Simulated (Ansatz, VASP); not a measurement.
**HgTe: VASP beside Ansatz**

The input INCAR:

```
SYSTEM = HgTe
  PREC = Accurate
  ENCUT = 520
  EDIFF = 1E-7
  ISMEAR = 0
  SIGMA = 0.15
  LREAL = .FALSE.
  LASPH = .TRUE.
  NELM = 80
  ALGO = Normal
  ISIF = 2
  LWAVE = .FALSE.
  LCHARG = .FALSE.
  GGA = PE
  NBANDS = 16
```

File KPOINTS:

```
regular mesh
0
G
  16 16 16
  0 0 0
```

Contents of POSCAR:

```
HgTe
1.0
    0.0000000000      3.1585581823      3.4079180388
    3.1585581823      0.0000000000      3.4079180388
    3.1585581823      3.1585581823      0.0000000000
Hg Te
1 1
Direct
    0.0000000000      0.0000000000      0.0000000000
    0.7500000000      0.7500000000      0.7500000000
```

Input for Ansatz:

```yaml
crystal:
  lattice:
    - [0.0, 3.1585581728, 3.4079180285]
    - [3.1585581728, 0.0, 3.4079180285]
    - [3.1585581728, 3.1585581728, 0.0]
  atoms:
    - { symbol: Hg, position: [0.0, 0.0, 0.0] }
    - { symbol: Te, position: [0.75, 0.75, 0.75] }
basis:
  ecutwfc: 420
kpoints:
  mp_grid: { grid: [16, 16, 16] }
hamiltonian:
  xc: pbe
scf:
  occupations: { method: gaussian, width: 0.15 }
output:
  forces: true
  stress: true
  eigenvalues: true
```

Change from the starting cell: strain -0.050 along x and y, +0.025 along z, atoms carried along.

Alike in both runs: task single point; functional PBE; k mesh 16 × 16 × 16; occupations gaussian, width 0.15 eV; no spin polarisation.

```csv
,VASP,Ansatz
version,VASP 6.6.1,Ansatz 0.2.0
potentials or method,"VASP PAW PBE potentials, release 64 (Hg, Te), cutoff 520 eV","scalar-relativistic, plane waves, PAW"
valence electrons in the cell,18,36
```

VASP gave:

| Item | Value |
| --- | --- |
| gap on the k mesh at the Fermi level (eV) | none |
| pressure (GPa) | 3.3 |
| traceless stress, the component that is largest in VASP (GPa) | -0.76 |

Problem. What did Ansatz give for the same quantities?

Solution. gap on the k mesh at the Fermi level (eV): none; pressure (GPa): 3.2; traceless stress, the component that is largest in VASP (GPa): -0.76.

A gap of «none» marks a metal or a gap that the smearing closes. VASP's potentials hold 18 valence electrons a cell and Ansatz's 36, so a difference there can come from the potentials and not from the codes.

Neither program's run includes spin-orbit coupling.
